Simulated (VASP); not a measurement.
# SnSe (Fm-3m) in VASP: notebook

The runs below take SnSe through phonons, dielectric tensor, vibrations by perturbation theory, with PBEsol+D4, PBE, PBEsol.

Everything below comes from runs of VASP 6.6.1. Logs are shortened: lines on timing, memory, paths and dates and some standing lists are left out, and cuts for length are marked.

## 1. The cell of the first run

Symmetry: Fm-3m, No. 225, cubic system. Conventional cell: a = 6.020 Å, b = 6.020 Å, c = 6.020 Å, α = 90.00°, β = 90.00°, γ = 90.00°. Sn (site symmetry m-3m) has 6 Se at 3.01 Å within 4.0 Å. Se (site symmetry m-3m) has 6 Sn at 3.01 Å within 4.0 Å.

## 2. Phonons, PBEsol+D4, collinear spin, ferromagnetic start

Contents of INCAR:

```
PREC = Accurate ; ENCUT = 520
EDIFF = 1E-8 ; ISMEAR = 1
SIGMA = 0.05 ; LREAL = False
LASPH = True ; NELM = 150
ALGO = Normal ; ISIF = 2
LWAVE = False ; LCHARG = False
ISPIN = 2 ; MAGMOM = 1 0
LORBIT = 11 ; NUPDOWN = 1.0
GGA = PS ; IVDW = 13
NBANDS = 21 ; IBRION = 6
NFREE = 2 ; POTIM = 0.015
NSW = 1
```

Contents of KPOINTS:

```
Automatic mesh
0
Gamma
  8 8 8
```

Contents of POSCAR:

```
SnSe
1.0
    0.0000000000      3.0100000000      3.0100000000
    3.0100000000      0.0000000000      3.0100000000
    3.0100000000      3.0100000000      0.0000000000
Sn Se
1 1
Direct
    0.0000000000      0.0000000000      0.0000000000
    0.5000000000      0.5000000000      0.5000000000
```

Potentials or basis: VASP PAW PBE potentials, release 64 (Sn_d, Se).

The run is started by

```sh
$ cat potpaw_PBE.64/Sn_d/POTCAR potpaw_PBE.64/Se/POTCAR > POTCAR
$ mpirun -np 1 vasp_std > vasp.out
```

OUTCAR:

```text
PREC = Accurate
   ENCUT = 520
   EDIFF = 1E-8
   ISMEAR = 1
   LREAL = False
   LASPH = True
   NELM = 150
   ISIF = 2
   ISPIN = 2
   LORBIT = 11
   NUPDOWN = 1.0
   GGA = PS
   IVDW = 13
   IBRION = 6
   NFREE = 2
   POTIM = 0.015
   NSW = 1

 ion  position               nearest neighbor table
   1  0.000  0.000  0.000-   2 3.01   2 3.01   2 3.01   2 3.01   2 3.01   2 3.01
   2  0.500  0.500  0.500-   1 3.01   1 3.01   1 3.01   1 3.01   1 3.01   1 3.01

  LATTYP: Found a face centered cubic cell.
 ALAT       =     6.0200000000

  Lattice vectors:

 A1 = (   0.0000000000,   3.0100000000,   3.0100000000)
 A2 = (   3.0100000000,   0.0000000000,   3.0100000000)
 A3 = (   3.0100000000,   3.0100000000,   0.0000000000)

Analysis of symmetry for initial positions (statically):
=====================================================================
 Subroutine PRICEL returns:
 Original cell was already a primitive cell.

 Routine SETGRP: Setting up the symmetry group for a
 face centered cubic supercell.

 Subroutine GETGRP returns: Found 48 space group operations
[... 9 lines left out ...]

 Routine SETGRP: Setting up the symmetry group for a
 face centered cubic supercell.

 Subroutine GETGRP returns: Found 48 space group operations
 (whereof 48 operations were pure point group operations)
 out of a pool of 48 trial point group operations.

The dynamic configuration has the point symmetry O_h .

Analysis of structural, dynamic, and magnetic symmetry:
=====================================================================
 Subroutine PRICEL returns:
 Original cell was already a primitive cell.

 Routine SETGRP: Setting up the symmetry group for a
 face centered cubic supercell.

 Subroutine GETGRP returns: Found 48 space group operations
 (whereof 48 operations were pure point group operations)
 out of a pool of 48 trial point group operations.

The overall configuration has the point symmetry O_h .

 Subroutine INISYM returns: Found 48 space group operations
[... 5 lines left out ...]
                                     Primitive cell

  volume of cell :      54.5418

  direct lattice vectors                    reciprocal lattice vectors
     0.000000000  3.010000000  3.010000000    -0.166112957  0.166112957  0.166112957
     3.010000000  0.000000000  3.010000000     0.166112957 -0.166112957  0.166112957
     3.010000000  3.010000000  0.000000000     0.166112957  0.166112957 -0.166112957

  length of vectors
     4.256782823  4.256782823  4.256782823     0.287716081  0.287716081  0.287716081

  position of ions in fractional coordinates (direct lattice)
     0.000000000  0.000000000  0.000000000
     0.500000000  0.500000000  0.500000000

  ion indices of the primitive-cell ions
   primitive index   ion index
                 1           1
                 2           2

----------------------------------------------------------------------------------------

 KPOINTS: Automatic mesh

Automatic generation of k-mesh.
 Grid dimensions read from file:
 generate k-points for:    8    8    8

 Generating k-lattice:

  Cartesian coordinates                     Fractional coordinates (reciprocal lattice)
    -0.020764120  0.020764120  0.020764120     0.125000000  0.000000000  0.000000000
     0.020764120 -0.020764120  0.020764120     0.000000000  0.125000000  0.000000000
     0.020764120  0.020764120 -0.020764120     0.000000000  0.000000000  0.125000000

  Length of vectors
     0.035964510  0.035964510  0.035964510

  Shift w.r.t. Gamma in fractional coordinates (k-lattice)
     0.000000000  0.000000000  0.000000000

 Subroutine IBZKPT returns following result:
 ===========================================

 Found     29 irreducible k-points:

 Following reciprocal coordinates:
            Coordinates               Weight
  0.000000  0.000000  0.000000      1.000000
  0.125000  0.000000  0.000000      8.000000
  0.250000  0.000000  0.000000      8.000000
  0.375000  0.000000  0.000000      8.000000
  0.500000  0.000000  0.000000      4.000000
  0.125000  0.125000  0.000000      6.000000
[... 16 lines left out ...]
  0.500000  0.250000  0.125000     48.000000
 -0.375000  0.250000  0.125000     24.000000
 [... further k-points ...]
   k-points           NKPTS =     29   k-points in BZ     NKDIM =     29   number of bands    NBANDS=     21
   number of dos      NEDOS =    301   number of ions     NIONS =      2
   total plane-waves  NPLWV =  32768
   dimension x,y,z NGX =    32 NGY =   32 NGZ =   32
   dimension x,y,z NGXF=    64 NGYF=   64 NGZF=   64
   ions per type =               1   1
   NGX,Y,Z   is equivalent  to a cutoff of  12.50, 12.50, 12.50 a.u.
   NGXF,Y,Z  is equivalent  to a cutoff of  24.99, 24.99, 24.99 a.u.
 SYSTEM =  unknown system
   PREC   = accura    normal or accurate (medium, high low for compatibility)
   ISTART =      0    job   : 0-new  1-cont  2-samecut
   ICHARG =      2    charge: 1-file 2-atom 10-const
   ISPIN  =      2    spin polarized calculation?
   LNONCOLLINEAR =      F non collinear calculations
   LSORBIT =      F    spin-orbit coupling
   LASPH  =      T    aspherical Exc in radial PAW
   ENCUT  =  520.0 eV  38.22 Ry    6.18 a.u.   7.91  7.91  7.91*2*pi/ulx,y,z
   NELM   =    150;   NELMIN=  2; NELMDL= -5     # of ELM steps
   EDIFF  = 0.1E-07   stopping-criterion for ELM
   LREAL  =      F    real-space projection
   EDIFFG = 0.1E-06   stopping-criterion for IOM
   NSW    =     61    number of steps for IOM
   IBRION =      6    ionic relax: 0-MD 1-quasi-New 2-CG
   NFREE  =      2    steps in history (QN), initial steepest desc. (CG)
   ISIF   =      2    stress and relaxation
   ISYM   =      2    0-nonsym 1-usesym 2-fastsym
   POTIM  = 0.0150    time-step for ionic-motion
   TEBEG  =    0.0;   TEEND  =   0.0 temperature during run
   PSTRESS=    0.0 pullay stress
   NELECT =      20.0000    total number of electrons
   NUPDOWN=       1.0000    fix difference up-down
   EMIN   =  10.00;   EMAX   =-10.00  energy-range for DOS
   EFERMI =   0.00;   METHOD = LEGACY
   ISMEAR =     1;   SIGMA  =   0.05  broadening in eV -4-tet -1-fermi 0-gaus
   EFERMI_NEDOS =   21; number of points for ismear=-14 and -15
   IALGO  =     38    algorithm
   IMIX   =      4    mixing-type and parameters
     AMIX     =   0.40;   BMIX     =  1.00
     AMIX_MAG =   1.60;   BMIX_MAG =  1.00
  volume/ion in A,a.u.               =      27.27       184.03
  Fermi-wavevector in a.u.,A,eV,Ry     =   1.171768  2.214321 18.681350  1.373040
  Thomas-Fermi vector in A             =   2.308207
   LORBIT       =     11    0 simple, 1 ext, 2 COOP (PROOUT), +10 PAW based schemes
   GGA     = PS    functional components
   LHFCALC =     F    Hartree Fock is set to
   AEXX    =    0.0000 exact exchange contribution
   IVDW    =    13    specifies the selected vdW correction
   LEPSILON=     F    determine dielectric tensor
   LRPA    =     F    only Hartree local field effects (RPA)
 finite differences with symmetry
 spin polarized calculation
 Methfessel and Paxton  Order N= 1 SIGMA  =   0.05
  energy-cutoff  :      520.00
  volume of cell :       54.54
 maximum number of plane-waves:      1480
   NGX = 15   NGY = 15   NGZ = 15

--------------------------------------- Ionic step        1  -------------------------------------------

 number of electron      20.0000005 magnetization       1.0000000

 Free energy of the ion-electron system (eV)
  ---------------------------------------------------
  ext. energy  EPLUGINS =         0.00000000
  ---------------------------------------------------
  free energy    TOTEN  =        -8.13751222 eV

  energy without entropy =       -8.13703357  energy(sigma->0) =       -8.13735267

------------------------ aborting loop because EDIFF is reached ----------------------------------------

  DFT-D4 for vdW energy calculation

  Edisp (eV):   -0.44538

  FORCE on cell =-STRESS in cart. coord.  units (eV):
  Direction    XX          YY          ZZ          XY          YZ          ZX
  --------------------------------------------------------------------------------------
  -------------------------------------------------------------------------------------
  Total      -1.14672    -1.14672    -1.14672    -0.00000     0.00000     0.00000
  in kB     -33.68514   -33.68514   -33.68514    -0.00000     0.00000     0.00000
  external pressure =      -33.69 kB  Pullay stress =        0.00 kB
[... 141 lines left out ...]
  energy  without entropy=       -8.5823113385  energy(sigma->0) =       -8.58262835

--------------------------------------- Ionic step        5  -------------------------------------------

 number of electron      20.0000005 magnetization       1.0000000

 Free energy of the ion-electron system (eV)
  ---------------------------------------------------
  ext. energy  EPLUGINS =         0.00000000
  ---------------------------------------------------
  free energy    TOTEN  =        -8.13740316 eV

  energy without entropy =       -8.13692764  energy(sigma->0) =       -8.13724465

 E-fermi :   4.5020     XC(G=0):  -9.7990

 val. band max:        6.5560681404   @ k =   0.0000   0.2500   0.1250
 cond. band min:       4.5092309819   @ k =  -0.1250   0.1250   0.0000
 fundamental gap:     -2.0468371585
 Fermi energy:         6.6675124958

 spin component 1

 k-point     1 :       0.0000    0.0000    0.0000
  band No.  band energies     occupation
      1     -16.0405      1.00000
      2     -16.0404      1.00000
      3     -16.0399      1.00000
      4     -16.0399      1.00000
      5     -16.0399      1.00000
      6      -8.7700      1.00000
[... 565 lines left out ...]
     20      19.8304      0.00000
     21      20.4097      0.00000

 [... further k-points ...]

 spin component 2

 k-point     1 :       0.0000    0.0000    0.0000
  band No.  band energies     occupation
      1     -15.9572      1.00000
      2     -15.9571      1.00000
      3     -15.9505      1.00000
      4     -15.9505      1.00000
      5     -15.9504      1.00000
      6      -8.4274      1.00000
[... 600 lines left out ...]
  FREE ENERGIE OF THE ION-ELECTRON SYSTEM (eV)
  ---------------------------------------------------
  free  energy   TOTEN  =        -8.5827868583 eV

  energy  without entropy=       -8.5823113366  energy(sigma->0) =       -8.58262835

 INTERNAL STRAIN TENSORS FROM DISPLACED ATOMS
 ============================================

 INTERNAL STRAIN TENSOR FOR ION    1 for displacements in x,y,z  (eV/Angst):
          X           Y           Z          XY          YZ          ZX
  --------------------------------------------------------------------------------
  x     0.00000     0.00000     0.00000     0.00000     0.00000     0.00000
  y     0.00000     0.00000     0.00000     0.00000     0.00000     0.00000
  z     0.00000     0.00000     0.00000     0.00000     0.00000     0.00000

 INTERNAL STRAIN TENSOR FOR ION    2 for displacements in x,y,z  (eV/Angst):
          X           Y           Z          XY          YZ          ZX
  --------------------------------------------------------------------------------
  x     0.00000     0.00000     0.00000     0.00000     0.00000     0.00000
  y     0.00000     0.00000     0.00000     0.00000     0.00000     0.00000
  z     0.00000     0.00000     0.00000     0.00000     0.00000     0.00000

 Eigenvectors and eigenvalues of the dynamical matrix
 ----------------------------------------------------

   1 f  =    2.216080 THz    13.924041 2PiTHz   73.920472 cm-1     9.164966 meV
             X         Y         Z           dx          dy          dz
      0.000000  0.000000  0.000000     0.000000    0.633123    0.000000
      3.010000  3.010000  3.010000     0.000000   -0.774051    0.000000

   2 f  =    2.216080 THz    13.924041 2PiTHz   73.920472 cm-1     9.164966 meV
             X         Y         Z           dx          dy          dz
      0.000000  0.000000  0.000000    -0.633123    0.000000    0.000000
      3.010000  3.010000  3.010000     0.774051    0.000000    0.000000
[... 11 lines left out ...]
   5 f/i=    0.003146 THz     0.019764 2PiTHz    0.104924 cm-1     0.013009 meV
             X         Y         Z           dx          dy          dz
      0.000000  0.000000  0.000000     0.000000   -0.774051    0.000000
      3.010000  3.010000  3.010000     0.000000   -0.633123    0.000000

   6 f/i=    0.003146 THz     0.019764 2PiTHz    0.104924 cm-1     0.013009 meV
             X         Y         Z           dx          dy          dz
      0.000000  0.000000  0.000000     0.000000    0.000000    0.774051
      3.010000  3.010000  3.010000     0.000000    0.000000    0.633123

 ELASTIC MODULI CONTR FROM IONIC RELAXATION (kBar)
 Direction    XX          YY          ZZ          XY          YZ          ZX
 --------------------------------------------------------------------------------
 XX           0.0000      0.0000      0.0000      0.0000      0.0000      0.0000
 YY           0.0000      0.0000      0.0000      0.0000      0.0000      0.0000
 ZZ           0.0000      0.0000      0.0000      0.0000      0.0000      0.0000
 XY           0.0000      0.0000      0.0000      0.0000      0.0000      0.0000
 YZ           0.0000      0.0000      0.0000      0.0000      0.0000      0.0000
 ZX           0.0000      0.0000      0.0000      0.0000      0.0000      0.0000
 --------------------------------------------------------------------------------

 total charge

# of ion       s       p       d       tot
------------------------------------------
    1        1.297   0.773   9.983  12.053
    2        1.504   2.205   0.032   3.741
--------------------------------------------------
tot          2.801   2.977  10.015  15.794

 magnetization (x)

# of ion       s       p       d       tot
------------------------------------------
    1        0.106   0.221   0.010   0.337
    2        0.038   0.195   0.014   0.247
--------------------------------------------------
tot          0.144   0.416   0.024   0.583
```

Run time: 2.9 min. Hardware: 1 thread of Intel Xeon Platinum 8488C (Sapphire Rapids), shared host; peak memory 0.33 GiB.

What came out:

| Quantity | Value |
| --- | --- |
| Net moment | 1.00 μB per cell |
| Site moments | Sn +0.34; Se +0.25 μB |
| Valence electrons inside the program's atomic spheres | Sn 12.05; Se 3.74 |
| Highest phonon frequency at Γ, LO-TO splitting left out | 74 cm⁻¹ |
| Dispersion energy per atom | -0.223 eV |

Phonon frequencies in cm⁻¹ (negative: imaginary):
```tsv
q point	frequencies
(0.000, 0.000, 0.000)	0 0 0 74 74 74
```

Caveat: the cell wasn't relaxed at this level first, which shifts response properties; the PAW data sets were made with another functional, which shifts forces and pressure a little; spin-orbit coupling is left out, which moves the levels of the heavy elements; the total moment is fixed, so each spin has its own Fermi level.

(Part 1 of 3 ends here.)
